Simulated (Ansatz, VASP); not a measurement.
Ga, level by level in two programs

```
CELL_PARAMETERS angstrom
1.45000 -4.06500 0.00000
1.45000 4.06500 0.00000
0.00000 0.00000 3.17000
ATOMIC_POSITIONS crystal
Ga 0.13300 0.86700 0.75000
Ga 0.86700 0.13300 0.25000
```

Single points on this cell with VASP 6.6.1 and Ansatz 0.2.0. Each row is one pair of runs. Alike in all rows: spin: off; k mesh: 10 × 10 × 8; smearing: fermi-dirac, width 0.05 eV.

| level | VASP's potentials, cutoff | Ansatz's potentials, cutoff | gap on the k mesh at the Fermi level (eV), VASP | gap on the k mesh at the Fermi level (eV), Ansatz | pressure (GPa), VASP | pressure (GPa), Ansatz | rms of the force components (eV/Å), VASP | rms of the force components (eV/Å), Ansatz |
| --- | --- | --- | --- | --- | --- | --- | --- | --- |
| LDA | VASP PAW LDA potentials, release 64 (Ga_d), 520 eV | Ansatz PAW, 420 eV | none | none | -4.0 | -4.1 | 0.116 | 0.115 |
| PBEsol | VASP PAW PBE potentials, release 64 (Ga_d), 520 eV | Ansatz PAW, 420 eV | none | none | -2.1 | -2.1 | 0.122 | 0.122 |
| r2SCAN | VASP PAW PBE potentials, release 64 (Ga_d), 520 eV | Ansatz PAW, 500 eV | none | ? | -1.7 | ? | 0.144 | ? |

**Question.** Fill in what Ansatz gave in row 3.

**Answer.** gap on the k mesh at the Fermi level (eV): none; pressure (GPa): -1.7; rms of the force components (eV/Å): 0.142.

A gap of «none» marks a metal or a gap that the smearing closes.
